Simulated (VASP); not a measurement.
# SiO2 (P4_2/mnm) in VASP: further runs, part 2 of 2

VASP 6.6.1.

## (3) Single point, LDA

This run uses another cell than the first one, of 7.75 Å³/atom, 1.003 times its volume.

INCAR

```
SYSTEM = SiO2
PREC = Accurate
ENCUT = 520
EDIFF = 1E-6
ISMEAR = 0
SIGMA = 0.05
LREAL = .False.
LASPH = .True.
NELM = 80
ALGO = Normal
ISIF = 2
LWAVE = .False.
LCHARG = .False.
NBANDS = 25
```

KPOINTS

```
Automatic mesh
0
Gamma
  6 6 8
  0 0 0
```

POSCAR

```
SiO2
1.0
    4.2299000000      0.0000000000      0.0000000000
    0.0000000000      4.2299000000      0.0000000000
    0.0000000000      0.0000000000      2.5974000000
Si O
2 4
Direct
    0.5000000000      0.5000000000      0.5000000000
    0.0000000000      0.0000000000      0.0000000000
    0.6944252994      0.6944252994      0.0000000000
    0.1944252994      0.8055747006      0.5000000000
    0.3055747006      0.3055747006      0.0000000000
    0.8055747006      0.1944252994      0.5000000000
```

Potentials or basis: VASP PAW LDA potentials, release 64 (Si, O).

Started as:

```bash
$ cat potpaw_LDA.64/Si/POTCAR potpaw_LDA.64/O/POTCAR > POTCAR
$ mpirun -np 1 vasp_std > vasp.out
```

OUTCAR:

```text
SYSTEM = SiO2
   PREC = Accurate
   ENCUT = 520
   EDIFF = 1E-6
   ISMEAR = 0
   LREAL = .False.
   LASPH = .True.
   NELM = 80
   ISIF = 2

 ion  position               nearest neighbor table
   1  0.500  0.500  0.500-   3 1.74   5 1.74   3 1.74   5 1.74   4 1.83   6 1.83
   2  0.000  0.000  0.000-   4 1.74   6 1.74   4 1.74   6 1.74   5 1.83   3 1.83
   3  0.694  0.694  0.000-   1 1.74   1 1.74   2 1.83
   4  0.194  0.806  0.500-   2 1.74   2 1.74   1 1.83
   5  0.306  0.306  0.000-   1 1.74   1 1.74   2 1.83
   6  0.806  0.194  0.500-   2 1.74   2 1.74   1 1.83

  LATTYP: Found a simple tetragonal cell.
 ALAT       =     4.2299000000
 C/A-ratio  =     0.6140570699

  Lattice vectors:

 A1 = (   4.2299000000,   0.0000000000,   0.0000000000)
 A2 = (   0.0000000000,   4.2299000000,   0.0000000000)
 A3 = (   0.0000000000,   0.0000000000,   2.5974000000)

Analysis of symmetry for initial positions (statically):
=====================================================================
 Subroutine PRICEL returns:
 Original cell was already a primitive cell.

 Routine SETGRP: Setting up the symmetry group for a
 simple tetragonal supercell.

 Subroutine GETGRP returns: Found 16 space group operations
 (whereof  8 operations were pure point group operations)
 out of a pool of 16 trial point group operations.

The static configuration has the point symmetry D_2h.
 The point group associated with its full space group is D_4h.

Analysis of symmetry for dynamics (positions and initial velocities):
=====================================================================
 Subroutine PRICEL returns:
 Original cell was already a primitive cell.

 Routine SETGRP: Setting up the symmetry group for a
 simple tetragonal supercell.

 Subroutine GETGRP returns: Found 16 space group operations
 (whereof  8 operations were pure point group operations)
 out of a pool of 16 trial point group operations.

The dynamic configuration has the point symmetry D_2h.
 The point group associated with its full space group is D_4h.

 Subroutine INISYM returns: Found 16 space group operations
 (whereof  8 operations are pure point group operations),
 and found     1 'primitive' translations

----------------------------------------------------------------------------------------

                                     Primitive cell

  volume of cell :      46.4728

  direct lattice vectors                    reciprocal lattice vectors
     4.229900000  0.000000000  0.000000000     0.236412208  0.000000000  0.000000000
     0.000000000  4.229900000  0.000000000     0.000000000  0.236412208  0.000000000
     0.000000000  0.000000000  2.597400000     0.000000000  0.000000000  0.385000385

  length of vectors
     4.229900000  4.229900000  2.597400000     0.236412208  0.236412208  0.385000385

  position of ions in fractional coordinates (direct lattice)
     0.500000000  0.500000000  0.500000000
     0.000000000  0.000000000  0.000000000
     0.694425299  0.694425299  0.000000000
     0.194425299  0.805574701  0.500000000
     0.305574701  0.305574701  0.000000000
     0.805574701  0.194425299  0.500000000

  ion indices of the primitive-cell ions
   primitive index   ion index
                 1           1
[... 26 lines left out ...]

 Subroutine IBZKPT returns following result:
 ===========================================

 Found     50 irreducible k-points:

 Following reciprocal coordinates:
            Coordinates               Weight
  0.000000  0.000000  0.000000      1.000000
  0.166667  0.000000  0.000000      4.000000
  0.333333  0.000000  0.000000      4.000000
  0.500000  0.000000  0.000000      2.000000
  0.166667  0.166667  0.000000      4.000000
  0.333333  0.166667  0.000000      8.000000
[... 16 lines left out ...]
  0.333333  0.000000  0.250000      8.000000
  0.500000  0.000000  0.250000      4.000000
 [... further k-points ...]
   k-points           NKPTS =     50   k-points in BZ     NKDIM =     50   number of bands    NBANDS=     25
   number of dos      NEDOS =    301   number of ions     NIONS =      6
   total plane-waves  NPLWV =  20480
   dimension x,y,z NGX =    32 NGY =   32 NGZ =   20
   dimension x,y,z NGXF=    64 NGYF=   64 NGZF=   40
   ions per type =               2   4
   NGX,Y,Z   is equivalent  to a cutoff of  12.58, 12.58, 12.80 a.u.
   NGXF,Y,Z  is equivalent  to a cutoff of  25.15, 25.15, 25.60 a.u.
 SYSTEM =  SiO2
   PREC   = accura    normal or accurate (medium, high low for compatibility)
   ISTART =      0    job   : 0-new  1-cont  2-samecut
   ICHARG =      2    charge: 1-file 2-atom 10-const
   ISPIN  =      1    spin polarized calculation?
   LNONCOLLINEAR =      F non collinear calculations
   LSORBIT =      F    spin-orbit coupling
   LASPH  =      T    aspherical Exc in radial PAW
   ENCUT  =  520.0 eV  38.22 Ry    6.18 a.u.   7.86  7.86  4.83*2*pi/ulx,y,z
   NELM   =     80;   NELMIN=  2; NELMDL= -5     # of ELM steps
   EDIFF  = 0.1E-05   stopping-criterion for ELM
   LREAL  =      F    real-space projection
   EDIFFG = 0.1E-04   stopping-criterion for IOM
   NSW    =      0    number of steps for IOM
   IBRION =     -1    ionic relax: 0-MD 1-quasi-New 2-CG
   NFREE  =      0    steps in history (QN), initial steepest desc. (CG)
   ISIF   =      2    stress and relaxation
   ISYM   =      2    0-nonsym 1-usesym 2-fastsym
   POTIM  = 0.5000    time-step for ionic-motion
   TEBEG  =    0.0;   TEEND  =   0.0 temperature during run
   PSTRESS=    0.0 pullay stress
   NELECT =      32.0000    total number of electrons
   NUPDOWN=      -1.0000    fix difference up-down
   EMIN   =  10.00;   EMAX   =-10.00  energy-range for DOS
   EFERMI =   0.00;   METHOD = LEGACY
   ISMEAR =     0;   SIGMA  =   0.05  broadening in eV -4-tet -1-fermi 0-gaus
   EFERMI_NEDOS =   21; number of points for ismear=-14 and -15
   IALGO  =     38    algorithm
   IMIX   =      4    mixing-type and parameters
     AMIX     =   0.40;   BMIX     =  1.00
     AMIX_MAG =   1.60;   BMIX_MAG =  1.00
  volume/ion in A,a.u.               =       7.75        52.27
  Fermi-wavevector in a.u.,A,eV,Ry     =   1.445634  2.731853 28.434256  2.089859
  Thomas-Fermi vector in A             =   2.563794
   LORBIT       =      0    0 simple, 1 ext, 2 COOP (PROOUT), +10 PAW based schemes
   GGA     = CA    functional components
   LHFCALC =     F    Hartree Fock is set to
   AEXX    =    0.0000 exact exchange contribution
   IVDW    =     0    specifies the selected vdW correction
   LEPSILON=     F    determine dielectric tensor
   LRPA    =     F    only Hartree local field effects (RPA)
 non-spin polarized calculation
 Gauss-broadening in eV      SIGMA  =   0.05
  energy-cutoff  :      520.00
  volume of cell :       46.47
 maximum number of plane-waves:      1274
 NGX is ok and might be reduce to    32
   NGX = 15   NGY = 15   NGZ =  9

 number of electron      32.0000029 magnetization

 Free energy of the ion-electron system (eV)
  ---------------------------------------------------
  ext. energy  EPLUGINS =         0.00000000
  ---------------------------------------------------
  free energy    TOTEN  =       -51.88182973 eV

  energy without entropy =      -51.88182973  energy(sigma->0) =      -51.88182973

 E-fermi :   8.3501     XC(G=0): -12.7310

 val. band max:        8.0613191934   @ k =   0.0000   0.0000   0.0000
 cond. band min:      13.7948970925   @ k =   0.0000   0.0000   0.0000
 fundamental gap:      5.7335778991
 Fermi energy:         8.3500549747

 k-point     1 :       0.0000    0.0000    0.0000
  band No.  band energies     occupation
      1     -14.3926      2.00000
      2     -10.7282      2.00000
      3     -10.7282      2.00000
      4     -10.5500      2.00000
      5      -2.8801      2.00000
      6       1.3350      2.00000
[... 661 lines left out ...]
     24      21.1565      0.00000
     25      21.6025      0.00000

 [... further k-points ...]
[... 5 lines left out ...]
  --------------------------------------------------------------------------------------
  -------------------------------------------------------------------------------------
  Total       -2.1886738     -2.1886738      3.9936592      0.0000000      0.0000000      0.0000000
  in kB      -75.4557911    -75.4557911    137.6837075      0.0000000      0.0000000      0.0000000
  external PRESSURE =      -4.4092915 kB  Pullay stress =       0.0000000 kB

 VOLUME and BASIS-vectors are now :
 -----------------------------------------------------------------------------
  energy-cutoff  :      520.00
  volume of cell :       46.47
      direct lattice vectors                 reciprocal lattice vectors
     4.229900000  0.000000000  0.000000000     0.236412208  0.000000000  0.000000000
     0.000000000  4.229900000  0.000000000     0.000000000  0.236412208  0.000000000
     0.000000000  0.000000000  2.597400000     0.000000000  0.000000000  0.385000385

 POSITION                                       TOTAL-FORCE (eV/Angst)
 -----------------------------------------------------------------------------------
      2.11495      2.11495      1.29870         0.000000      0.000000      0.000000
      0.00000      0.00000      0.00000         0.000000      0.000000      0.000000
      2.93735      2.93735      0.00000        -0.200676     -0.200676      0.000000
      0.82240      3.40750      1.29870        -0.200676      0.200676      0.000000
      1.29255      1.29255      0.00000         0.200676      0.200676     -0.000000
      3.40750      0.82240      1.29870         0.200676     -0.200676      0.000000
 -----------------------------------------------------------------------------------
    total drift:                                0.000000      0.000000     -0.000000

  FREE ENERGIE OF THE ION-ELECTRON SYSTEM (eV)
  ---------------------------------------------------
  free  energy   TOTEN  =       -51.8818297308 eV

  energy  without entropy=      -51.8818297308  energy(sigma->0) =      -51.88182973
```

OSZICAR:

```text
N       E                     dE             d eps       ncg     rms          rms(c)
DAV:   1     0.128766265810E+03    0.12877E+03   -0.17742E+04  2524   0.124E+03
DAV:   2    -0.502312088694E+02   -0.17900E+03   -0.17274E+03  3171   0.280E+02
DAV:   3    -0.567205218211E+02   -0.64893E+01   -0.64641E+01  3359   0.506E+01
DAV:   4    -0.567621503893E+02   -0.41629E-01   -0.41617E-01  2903   0.474E+00
DAV:   5    -0.567625011651E+02   -0.35078E-03   -0.35071E-03  3358   0.409E-01    0.180E+01
DAV:   6    -0.519629247846E+02    0.47996E+01   -0.13460E+01  3174   0.244E+01    0.864E+00
DAV:   7    -0.519184129185E+02    0.44512E-01   -0.74375E-01  3056   0.497E+00    0.305E+00
DAV:   8    -0.518873999673E+02    0.31013E-01   -0.31390E-02  3112   0.147E+00    0.104E+00
DAV:   9    -0.518818368501E+02    0.55631E-02   -0.57696E-03  3220   0.578E-01    0.206E-01
DAV:  10    -0.518818284944E+02    0.83558E-05   -0.24413E-04  3094   0.114E-01    0.700E-02
DAV:  11    -0.518818297976E+02   -0.13032E-05   -0.22143E-05  3188   0.326E-02    0.235E-02
DAV:  12    -0.518818297308E+02    0.66796E-07   -0.11551E-06  2271   0.845E-03
   1 F= -.51881830E+02 E0= -.51881830E+02  d E =-.322431E-18
```

stdout:

```text
POSCAR found type information on POSCAR SiO
 POSCAR found :  2 types and       6 ions
 scaLAPACK will be used
 LDA part: xc-table for (Slater(with rela. corr.)+CA(PZ))
 , standard interpolation
 POSCAR, INCAR and KPOINTS ok, starting setup
 FFT: planning ... GRIDC
 FFT: planning ... GRID_SOFT
 FFT: planning ... GRID
 WAVECAR not read
 entering main loop
```

Wall time 28 s (1 thread of Intel Xeon Platinum 8259CL at 2.50GHz (Skylake/Cascade Lake), shared host); peak memory 0.16 GiB.

What came out:

- Free energy: -51.8818 eV
- Pressure: -0.4 GPa
- Largest force: 0.284 eV/Å
- Band gap on the k mesh: 5.73 eV, direct

Forces on the atoms (eV/Å):
```
Si   0.000  0.000  0.000
Si   0.000  0.000  0.000
O   -0.201 -0.201  0.000
O   -0.201  0.201  0.000
O    0.201  0.201  0.000
O    0.201 -0.201  0.000
```

A k mesh can miss the band edges.
